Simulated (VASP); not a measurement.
Set up this calculation in VASP 6.6.1, as the native input.

```
Task                   : single point
Functional             : PBE
Potentials or basis    : VASP PAW PBE potentials, release 64 (Ti_sv, Al)
Cutoff                 : 450 eV
k mesh                 : 10 × 10 × 2
Occupations            : gaussian, width 0.1 eV
Spin                   : no spin polarisation
Dipole correction      : no
Second try             : not_converged
Further INCAR settings : ALGO = All; EDIFF = 1e-06; NBANDS = 57
```

The structure of TiAl (an interface model) lies in POSCAR:

```
TiAl
1.0
    3.1863036826      0.0000000000      0.0000000000
    0.0000000000      3.1863036826      0.0000000000
    0.0000000000      0.0000000000     19.1178220955
Ti Al
6 6
Direct
    0.5000000000      0.5000000000      0.0833333333
    0.5000000000      0.5000000000      0.2500000000
    0.5000000000      0.5000000000      0.4166666667
    0.0000000000      0.0000000000      0.5000000000
    0.0000000000      0.0000000000      0.6666666667
    0.0000000000      0.0000000000      0.8333333333
    0.0000000000      0.0000000000      0.0000000000
    0.0000000000      0.0000000000      0.1666666667
    0.0000000000      0.0000000000      0.3333333333
    0.5000000000      0.5000000000      0.5833333333
    0.5000000000      0.5000000000      0.7500000000
    0.5000000000      0.5000000000      0.9166666667
```

The input as run:

INCAR

```
  ALGO = All
  EDIFF = 1E-6
  ENCUT = 450
  GGA = PE
  GGA_COMPAT = False
  ISEARCH = 1
  ISIF = 2
  ISMEAR = 0
  KPAR = 4
  LASPH = True
  LCHARG = False
  LREAL = False
  LWAVE = False
  NBANDS = 57
  NELM = 300
  PREC = Accurate
  SIGMA = 0.1
```

KPOINTS

```
k-points
0
Gamma
  10 10 2
```

Potentials or basis: VASP PAW PBE potentials, release 64 (Ti_sv, Al).

Run with:

```sh
$ cat potpaw_PBE.64/Ti_sv/POTCAR potpaw_PBE.64/Al/POTCAR > POTCAR
$ mpirun -np 4 vasp_std > vasp.out
```

It gave:

```
Pressure               : 1.0 GPa
Largest force          : 0.106 eV/Å
Band gap on the k mesh : zero (bands 45 and 46 overlap by 1.05 eV)
```

It took 10 min on 4 MPI ranks on Intel(R) Xeon(R) Platinum 8259CL CPU @ 2.50GHz (Skylake/Cascade Lake), with other jobs on the host, peak memory 0.75 GiB a rank.
